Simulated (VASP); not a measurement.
AlRu, 2 atoms in the cell. It takes space group Pm-3m (No. 221, cubic). Conventional cell: a = 2.992 Å, b = 2.992 Å, c = 2.992 Å, α = 90.00°, β = 90.00°, γ = 90.00°. Ru (site symmetry m-3m) has 8 Al at 2.59 Å and 6 Ru at 2.99 Å within 3.4 Å. Al (site symmetry m-3m) has 8 Ru at 2.59 Å and 6 Al at 2.99 Å within 3.4 Å. 

```yaml
Program: VASP 6.6.1
Task: single point
Functional: r2SCANh
Potentials_or_basis: VASP PAW PBE potentials, release 64 (Ru_pv, Al)
Cutoff: 520 eV
k_mesh: 5 × 5 × 5
Occupations: fermi-dirac, width 0.05 eV
Spin: no spin polarisation
Dipole_correction: no
Grid_for_exact_exchange_PRECFOCK: Normal
Further_INCAR_settings: ALGO = Normal; EDIFF = 1e-06; NBANDS = 16
```

Potentials or basis: VASP PAW PBE potentials, release 64 (Ru_pv, Al).

Run with:

```sh
$ cat potpaw_PBE.64/Ru_pv/POTCAR potpaw_PBE.64/Al/POTCAR > POTCAR
$ cp INCAR.step1 INCAR
$ mpirun -np 1 vasp_std > vasp.out
$ cp INCAR.step2 INCAR
$ mpirun -np 1 vasp_std > vasp.out
```

Hardware: 1 thread of AMD EPYC 9R45 96-Core Processor (Zen 5), with other jobs on the host.

Estimate the wall time of this run.

Wall time 9 min on 1 thread of AMD EPYC 9R45 96-Core Processor (Zen 5) (shared host), peak memory 0.12 GiB. Counts: k points 10.
